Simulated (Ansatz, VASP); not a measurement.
# Ti3Ag in VASP and in Ansatz

File INCAR:

```
  ALGO = Normal
  EDIFF = 1E-8
  ENCUT = 520
  ISIF = 2
  ISMEAR = -1
  LASPH = T
  LCHARG = F
  LEFG = T
  LREAL = F
  LWAVE = F
  NBANDS = 32
  NELM = 100
  PREC = Accurate
  SIGMA = 0.08
```

The input KPOINTS:

```
k-points
0
Gamma
  9 9 9
```

POSCAR

```
Ti3Ag
1.0
    4.1870000000      0.0000000000      0.0000000000
    0.0000000000      4.1870000000      0.0000000000
    0.0000000000      0.0000000000      3.9500000000
Ti Ag
3 1
Direct
    0.0000000000      0.5000000000      0.5000000000
    0.5000000000      0.0000000000      0.5000000000
    0.5000000000      0.5000000000      0.0000000000
    0.0000000000      0.0000000000      0.0000000000
```

Input for Ansatz:

```yaml
crystal:
  lattice:
    - [4.187, 0.0, 0.0]
    - [0.0, 4.187, 0.0]
    - [0.0, 0.0, 3.95]
  atoms:
    - { symbol: Ti, position: [0.0, 0.5, 0.5] }
    - { symbol: Ti, position: [0.5, 0.0, 0.5] }
    - { symbol: Ti, position: [0.5, 0.5, 0.0] }
    - { symbol: Ag, position: [0.0, 0.0, 0.0] }
kpoints:
  mp_grid: { grid: [9, 9, 9] }
  band_path:
    path:
      - [0.0, 0.0, 0.0]
      - [0.0, 0.5, 0.0]
      - [0.5, 0.5, 0.0]
      - [0.0, 0.0, 0.0]
      - [0.0, 0.0, 0.5]
      - [0.0, 0.5, 0.5]
      - [0.5, 0.5, 0.5]
      - [0.0, 0.0, 0.5]
      - [0.0, 0.5, 0.0]
    npoints: 14
scf:
  occupations: { method: fermi_dirac, width: 0.08 }
hamiltonian:
  xc: lda
  pseudopotentials: { kind: paw }
output:
  forces: true
  stress: true
  eigenvalues: true
  efg: { contact_densities: true }
  populations: true
  bader: true
  dos: { projected: true, de: 0.2, e_range: [-14, 8] }
  write_density: true
  write_potential: true
  elf: true
  volumetric_format: npy
```

Alike in both runs: task electric field gradients; functional LDA; k mesh 9 × 9 × 9; occupations fermi-dirac, width 0.08 eV; no spin polarisation.

|  | VASP | Ansatz |
| --- | --- | --- |
| version | VASP 6.6.1 | Ansatz 0.2.0 |
| potentials or method | VASP PAW LDA potentials, release 64 (Ti_sv, Ag) | PAW with Ansatz's default frozen-core files, scalar-relativistic |
| plane-wave cutoff (eV) | 520 | 420 |
| valence electrons in the cell | 47 | 55 |

```csv
,VASP,Ansatz,Ansatz less VASP
pressure (GPa),-9.8,-9.9,-0.10
"traceless stress, the component that is largest in VASP (GPa)",1.43,1.43,+0.006
size of Vzz on the site where it differs most (V/Å²),2.3,4.2,+1.90
```

LDA's correlation is that of Perdew and Zunger in VASP and of Perdew and Wang (1992) in Ansatz. VASP's potentials hold 47 valence electrons a cell and Ansatz's 55, so a difference there can come from the potentials and not from the codes.
